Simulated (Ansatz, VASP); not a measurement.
Ti2BN3: VASP beside Ansatz

```
Ti B N
1.0
     2.84607    0.00000    0.00000
     0.00000    2.84607    0.00000
     0.00000    0.00000    9.51385
Ti B N
2 1 3
Direct
  0.50000 0.50000 0.84736
  0.50000 0.50000 0.15264
  0.50000 0.50000 0.50000
  0.00000 0.00000 0.00000
  0.00000 0.00000 0.71455
  0.00000 0.00000 0.28545
```

Change from the starting cell: species swapped into the MgSc3Ru2 type (P4/mmm, No. 123).

Alike in both runs: task single point; functional PBE; k mesh 6 × 6 × 2; occupations gaussian, width 0.1 eV; collinear spin.

|  | VASP | Ansatz |
| --- | --- | --- |
| version | VASP 6.6.1 | Ansatz 0.2.0 |
| potentials or method | VASP PAW PBE potentials, release 64 (Ti_sv, B, N), cutoff 520 eV | scalar-relativistic, plane waves, PAW |
| valence electrons in the cell | 42 | 42 |

Ansatz gave:

```
gap on the k mesh at the Fermi level (eV) : none
rms of the force components (eV/Å)        : 1.457
net moment per atom (μB)                  : 0.00
```

**Question.** What did VASP give for the same quantities?

**Answer.** gap on the k mesh at the Fermi level (eV): none; rms of the force components (eV/Å): 1.449; net moment per atom (μB): 0.00.

Atom by atom the forces differ by 0.007 eV/Å (rms over components). A gap of «none» marks a metal or a gap that the smearing closes. Ansatz's warnings: seeded moment not kept.

The k mesh is coarse, so the values compare programs but aren't converged.
